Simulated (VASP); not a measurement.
# Ga4CN4 in VASP: single point with PBE

Aim: the single point of Ga4CN4 with PBE.

Program: VASP 6.6.1. These are calculated values, not measurements. Logs are shortened: lines on timing, memory, paths and dates and some standing lists are left out, and cuts for length are marked.

**1. The cell of the first run**

The cell holds a slab with vacuum, 9 atoms: a = 3.219 Å, b = 5.243 Å, c = 19.191 Å, α = 90.00°, β = 90.00°, γ = 90.00°.

**2. Single point, PBE, collinear spin**

Contents of INCAR:

```
SYSTEM = Ga4CN4
PREC = Accurate
ENCUT = 520
EDIFF = 1E-6
ISMEAR = 0
SIGMA = 0.05
LREAL = .False.
LASPH = .True.
NELM = 150
ALGO = Normal
ISIF = 2
LWAVE = .False.
LCHARG = .False.
ISPIN = 2
MAGMOM = 0 0 0 0 0 0 0 0 2
LORBIT = 11
LDIPOL = .True.
IDIPOL = 3
DIPOL = 0.5 0.5 0.324
GGA = PE
NBANDS = 52
```

Contents of KPOINTS:

```
regular mesh
0
Gamma
  8 5 1
  0 0 0
```

Contents of POSCAR:

```
Ga4CN4
1.0
    3.2186527183      0.0000000000      0.0000000000
    0.0000000000      5.2434880756      0.0000000000
    0.0000000000      0.0000000000     19.1910778357
Ga N C
4 4 1
Direct
    0.0000000000      0.0008659247      0.2084301900
    0.5000000000      0.5008659247      0.2568456576
    0.5000000000      0.9918618151      0.3610150165
    0.0000000000      0.4623164221      0.3897090822
    0.0000000000      0.6241340753      0.2084301900
    0.5000000000      0.1241340753      0.2568456576
    0.5000000000      0.6214454689      0.3602829978
    0.0000000000      0.1155219640      0.4007632037
    0.0000000000      0.2821886307      0.4733609795
```

Potentials or basis: VASP PAW PBE potentials, release 64 (Ga_d, N, C).

On the command line:

```
cat potpaw_PBE.64/Ga_d/POTCAR potpaw_PBE.64/N/POTCAR potpaw_PBE.64/C/POTCAR > POTCAR
mpirun -np 1 vasp_std > vasp.out
```

OUTCAR:

```text
SYSTEM = Ga4CN4
   PREC = Accurate
   ENCUT = 520
   EDIFF = 1E-6
   ISMEAR = 0
   LREAL = .False.
   LASPH = .True.
   NELM = 150
   ISIF = 2
   ISPIN = 2
   LORBIT = 11
   GGA = PE

 ion  position               nearest neighbor table
   1  0.000  0.001  0.208-   6 1.97   6 1.97   5 1.98
   2  0.500  0.501  0.257-   5 1.97   5 1.97   6 1.98   7 2.08
   3  0.500  0.992  0.361-   8 1.90   8 1.90   7 1.94   6 2.12
   4  0.000  0.462  0.390-   8 1.83   9 1.86   7 1.90   7 1.90
   5  0.000  0.624  0.208-   2 1.97   2 1.97   1 1.98
   6  0.500  0.124  0.257-   1 1.97   1 1.97   2 1.98   3 2.12
   7  0.500  0.621  0.360-   4 1.90   4 1.90   3 1.94   2 2.08
   8  0.000  0.116  0.401-   9 1.64   4 1.83   3 1.90   3 1.90
   9  0.000  0.282  0.473-   8 1.64   4 1.86

  LATTYP: Found a simple orthorhombic cell.
 ALAT       =     3.2186527183
 B/A-ratio  =     1.6290940758
 C/A-ratio  =     5.9624568151

  Lattice vectors:

 A1 = (   3.2186527183,   0.0000000000,   0.0000000000)
 A2 = (   0.0000000000,   5.2434880756,   0.0000000000)
 A3 = (   0.0000000000,   0.0000000000,  19.1910778357)

Analysis of symmetry for initial positions (statically):
=====================================================================
 Subroutine PRICEL returns:
 Original cell was already a primitive cell.

 Routine SETGRP: Setting up the symmetry group for a
 simple orthorhombic supercell.

 Subroutine GETGRP returns: Found  2 space group operations
 (whereof  2 operations were pure point group operations)
 out of a pool of  8 trial point group operations.

The static configuration has the point symmetry C_1h.

Analysis of symmetry for dynamics (positions and initial velocities):
=====================================================================
 Subroutine PRICEL returns:
 Original cell was already a primitive cell.

 Routine SETGRP: Setting up the symmetry group for a
 simple orthorhombic supercell.

 Subroutine GETGRP returns: Found  2 space group operations
 (whereof  2 operations were pure point group operations)
 out of a pool of  8 trial point group operations.

The dynamic configuration has the point symmetry C_1h.

Analysis of structural, dynamic, and magnetic symmetry:
=====================================================================
 Subroutine PRICEL returns:
 Original cell was already a primitive cell.

 Routine SETGRP: Setting up the symmetry group for a
 simple orthorhombic supercell.

 Subroutine GETGRP returns: Found  2 space group operations
 (whereof  2 operations were pure point group operations)
 out of a pool of  8 trial point group operations.

The overall configuration has the point symmetry C_1h.

 Subroutine INISYM returns: Found  2 space group operations
 (whereof  2 operations are pure point group operations),
 and found     1 'primitive' translations

----------------------------------------------------------------------------------------

                                     Primitive cell

  volume of cell :     323.8872

  direct lattice vectors                    reciprocal lattice vectors
     3.218652718  0.000000000  0.000000000     0.310689002  0.000000000  0.000000000
     0.000000000  5.243488076  0.000000000     0.000000000  0.190712744  0.000000000
     0.000000000  0.000000000 19.191077836     0.000000000  0.000000000  0.052107548

  length of vectors
     3.218652718  5.243488076 19.191077836     0.310689002  0.190712744  0.052107548

  position of ions in fractional coordinates (direct lattice)
     0.000000000  0.000865925  0.208430190
     0.500000000  0.500865925  0.256845658
     0.500000000  0.991861815  0.361015016
     0.000000000  0.462316422  0.389709082
     0.000000000  0.624134075  0.208430190
     0.500000000  0.124134075  0.256845658
     0.500000000  0.621445469  0.360282998
     0.000000000  0.115521964  0.400763204
     0.000000000  0.282188631  0.473360980

  ion indices of the primitive-cell ions
   primitive index   ion index
                 1           1
                 2           2
                 3           3
                 4           4
                 5           5
                 6           6
[... 57 lines left out ...]
   ISTART =      0    job   : 0-new  1-cont  2-samecut
   ICHARG =      2    charge: 1-file 2-atom 10-const
   ISPIN  =      2    spin polarized calculation?
   LNONCOLLINEAR =      F non collinear calculations
   LSORBIT =      F    spin-orbit coupling
   LASPH  =      T    aspherical Exc in radial PAW
   ENCUT  =  520.0 eV  38.22 Ry    6.18 a.u.   5.98  9.75 35.68*2*pi/ulx,y,z
   NELM   =    150;   NELMIN=  2; NELMDL= -5     # of ELM steps
   EDIFF  = 0.1E-05   stopping-criterion for ELM
   LREAL  =      F    real-space projection
   EDIFFG = 0.1E-04   stopping-criterion for IOM
   NSW    =      0    number of steps for IOM
   IBRION =     -1    ionic relax: 0-MD 1-quasi-New 2-CG
   NFREE  =      0    steps in history (QN), initial steepest desc. (CG)
   ISIF   =      2    stress and relaxation
   ISYM   =      2    0-nonsym 1-usesym 2-fastsym
   POTIM  = 0.5000    time-step for ionic-motion
   TEBEG  =    0.0;   TEEND  =   0.0 temperature during run
   PSTRESS=    0.0 pullay stress
   NELECT =      76.0000    total number of electrons
   NUPDOWN=      -1.0000    fix difference up-down
   EMIN   =  10.00;   EMAX   =-10.00  energy-range for DOS
   EFERMI =   0.00;   METHOD = LEGACY
   ISMEAR =     0;   SIGMA  =   0.05  broadening in eV -4-tet -1-fermi 0-gaus
   EFERMI_NEDOS =   21; number of points for ismear=-14 and -15
   IALGO  =     38    algorithm
   IMIX   =      4    mixing-type and parameters
     AMIX     =   0.40;   BMIX     =  1.00
     AMIX_MAG =   1.60;   BMIX_MAG =  1.00
  volume/ion in A,a.u.               =      35.99       242.86
  Fermi-wavevector in a.u.,A,eV,Ry     =   1.009752  1.908155 13.872491  1.019599
  Thomas-Fermi vector in A             =   2.142700
   LORBIT       =     11    0 simple, 1 ext, 2 COOP (PROOUT), +10 PAW based schemes
   GGA     = PE    functional components
   LHFCALC =     F    Hartree Fock is set to
   AEXX    =    0.0000 exact exchange contribution
   IVDW    =     0    specifies the selected vdW correction
   LEPSILON=     F    determine dielectric tensor
   LRPA    =     F    only Hartree local field effects (RPA)
 spin polarized calculation
 Gauss-broadening in eV      SIGMA  =   0.05
  energy-cutoff  :      520.00
  volume of cell :      323.89
 maximum number of plane-waves:      8776
 NGX is ok and might be reduce to    24
   NGX = 11   NGY = 19   NGZ = 71

 number of electron      75.9999999 magnetization       1.8922651

 dipolmoment           0.000000      0.000000      0.108225 electrons x Angstroem

 Free energy of the ion-electron system (eV)
  ---------------------------------------------------
  ext. energy  EPLUGINS =         0.00000000
  ---------------------------------------------------
  free energy    TOTEN  =       -48.89953495 eV

  energy without entropy =      -48.89783017  energy(sigma->0) =      -48.89868256

 E-fermi :  -1.1327     XC(G=0):  -4.4835

 val. band max:       -1.1804134210   @ k =   0.0000   0.2000   0.0000
 cond. band min:      -1.1218993389   @ k =   0.1250   0.0000   0.0000
 fundamental gap:      0.0585140821
 Fermi energy:        -1.1327154558

 spin component 1

 k-point     1 :       0.0000    0.0000    0.0000
  band No.  band energies     occupation
      1     -20.0480      1.00000
      2     -18.3970      1.00000
      3     -17.8298      1.00000
      4     -17.1261      1.00000
      5     -16.9347      1.00000
      6     -16.8831      1.00000
[... 784 lines left out ...]
     49       5.3916      0.00000
     50       6.2141      0.00000
 Fermi energy:        -1.1327154558

 spin component 2

 k-point     1 :       0.0000    0.0000    0.0000
  band No.  band energies     occupation
      1     -19.8156      1.00000
      2     -18.3323      1.00000
      3     -17.8078      1.00000
      4     -17.0044      1.00000
      5     -16.9126      1.00000
      6     -16.8521      1.00000
[... 784 lines left out ...]
     49       5.4512      0.00000
     50       6.3720      0.00000
 [bands above 50 left out]

------------------------ aborting loop because EDIFF is reached ----------------------------------------

 vacuum level on the upper side and lower side of the slab       (xc-potential included)         0.502        -0.572

  FORCE on cell =-STRESS in cart. coord.  units (eV):
  Direction    XX          YY          ZZ          XY          YZ          ZX
  --------------------------------------------------------------------------------------
  -------------------------------------------------------------------------------------
  Total        3.0178725      4.1231789     -1.6622434      0.0000000     -2.7824193      0.0000000
  in kB       14.9285525     20.3961871     -8.2226430      0.0000000    -13.7638328      0.0000000
  external PRESSURE =       9.0340322 kB  Pullay stress =       0.0000000 kB

 VOLUME and BASIS-vectors are now :
 -----------------------------------------------------------------------------
  energy-cutoff  :      520.00
  volume of cell :      323.89
      direct lattice vectors                 reciprocal lattice vectors
     3.218652718  0.000000000  0.000000000     0.310689002  0.000000000  0.000000000
     0.000000000  5.243488076  0.000000000     0.000000000  0.190712744  0.000000000
     0.000000000  0.000000000 19.191077836     0.000000000  0.000000000  0.052107548

 POSITION                                       TOTAL-FORCE (eV/Angst)
 -----------------------------------------------------------------------------------
      0.00000      0.00454      4.00000         0.000000     -1.744820      1.280371
      1.60933      2.62628      4.92915         0.000000      1.128937     -1.786147
      1.60933      5.20082      6.92827         0.000000     -1.234227     -1.244469
      0.00000      2.42415      7.47894         0.000000      4.531496     -0.893294
      0.00000      3.27264      4.00000         0.000000      0.465238      0.781910
      1.60933      0.65090      4.92915         0.000000      0.236708      0.242118
      1.60933      3.25854      6.91422         0.000000     -0.045152     -0.784446
      0.00000      0.60574      7.69108         0.000000     -0.646588      2.405813
      0.00000      1.47965      9.08431         0.000000     -2.691592     -0.001856
 -----------------------------------------------------------------------------------
    total drift:                                0.000000      0.002431     -0.000265

  FREE ENERGIE OF THE ION-ELECTRON SYSTEM (eV)
  ---------------------------------------------------
  free  energy   TOTEN  =       -48.8995349496 eV

  energy  without entropy=      -48.8978301674  energy(sigma->0) =      -48.89868256

 vacuum level on the upper side and lower side of the slab         4.178         3.018

 total charge

# of ion       s       p       d       tot
------------------------------------------
    1        0.845   0.707  10.087  11.639
    2        0.793   0.825  10.144  11.761
    3        0.796   0.858  10.165  11.819
    4        0.835   1.032  10.233  12.100
    5        1.251   2.369   0.000   3.619
    6        1.248   2.433   0.000   3.681
    7        1.232   2.504   0.000   3.736
    8        1.240   2.529   0.000   3.769
    9        0.963   1.212   0.000   2.175
--------------------------------------------------
tot          9.203  14.469  40.629  64.301

 magnetization (x)

# of ion       s       p       d       tot
------------------------------------------
    1        0.011   0.014   0.001   0.026
    2        0.000   0.002   0.004   0.006
    3        0.027   0.014   0.007   0.048
    4        0.007   0.103   0.040   0.150
    5        0.002   0.033   0.000   0.036
    6        0.006   0.010   0.000   0.016
    7        0.006   0.051   0.000   0.057
    8        0.003   0.063   0.000   0.066
    9        0.063   0.670   0.000   0.733
--------------------------------------------------
tot          0.125   0.960   0.053   1.137
```

Wall time 26 min (1 thread of Oxide Virtual Turin-like, shared host); peak memory 0.64 GiB.

Results:

```yaml
Free_energy: -48.8995 eV
Largest_force: 4.619 eV/Å
Net_moment: 1.89 μB per cell
Site_moments: Ga +0.03, +0.01, +0.05, +0.15; N +0.04, +0.02, +0.06, +0.07; C +0.73 μB
Valence_electrons_inside_the_program's_atomic_spheres: Ga 11.64, 11.76, 11.82, 12.10; N 3.62, 3.68, 3.74, 3.77; C 2.17
```

Forces on the atoms (eV/Å):
```
Ga   0.000 -1.745  1.280
Ga   0.000  1.129 -1.786
Ga   0.000 -1.234 -1.244
Ga   0.000  4.531 -0.893
N    0.000  0.465  0.782
N    0.000  0.237  0.242
N    0.000 -0.045 -0.784
N    0.000 -0.647  2.406
C    0.000 -2.692 -0.002
```
